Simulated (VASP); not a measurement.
**Ta2SiO3: single point with PBE**

Crystal: Ta2SiO3.

```
Ta Si O
1.0
     5.03019    0.00000    0.00000
    -2.51509    4.35627    0.00000
     0.00000    0.00000    3.21795
Ta Si O
2 1 3
Direct
  0.33333 0.66667 0.50000
  0.66667 0.33333 0.50000
  0.00000 0.00000 0.00000
  0.59366 0.00000 0.00000
  0.00000 0.59366 0.00000
  0.40634 0.40634 0.00000
```

```
Program                : VASP 6.6.1
Task                   : single point
Functional             : PBE
Potentials or basis    : VASP PAW PBE potentials, release 64 (Ta_sv_GW, Si, O)
Cutoff                 : 600 eV
k mesh                 : 6 × 6 × 4
Occupations            : gaussian, width 0.1 eV
Spin                   : no spin polarisation
Dipole correction      : no
Second run             : valence_matched
Further INCAR settings : ALGO = Normal; EDIFF = 1e-06; NBANDS = 33
```

```yaml
Pressure: -0.1 GPa
Band_gap_on_the_k_mesh: 0.68 eV, direct
```

Stress tensor (GPa, compression positive):
```
-0.19  0.00  0.00
 0.00 -0.19  0.00
 0.00  0.00 -0.05
```

Levels at points of the mesh, in eV from the valence-band top:
```csv
k point,band 21,band 22,band 23,band 24,band 25,band 26,band 27,band 28
"(0.00, 0.00, 0.00)",-3.97,-2.27,-0.01,-0.01,0.94,0.94,0.94,0.94
"(0.50, 0.00, 0.00)",-3.08,-2.95,-1.20,-0.12,1.37,1.65,1.75,2.48
"(0.00, 0.00, 0.50)",-2.24,-1.45,-1.22,-1.22,0.94,2.13,2.13,2.34
"(0.50, 0.00, 0.50)",-3.76,-1.02,-1.01,-0.10,1.04,2.05,2.06,2.57
```

Wall time 2.3 min on 1 thread of Intel(R) Xeon(R) Platinum 8375C CPU @ 2.90GHz (Ice Lake), with other jobs on the host, peak memory 0.23 GiB.

Caveat: the k points lie up to 0.49 Å⁻¹ apart; spin-orbit coupling is left out, which moves the levels of the heavy elements. A k mesh can miss the band edges.
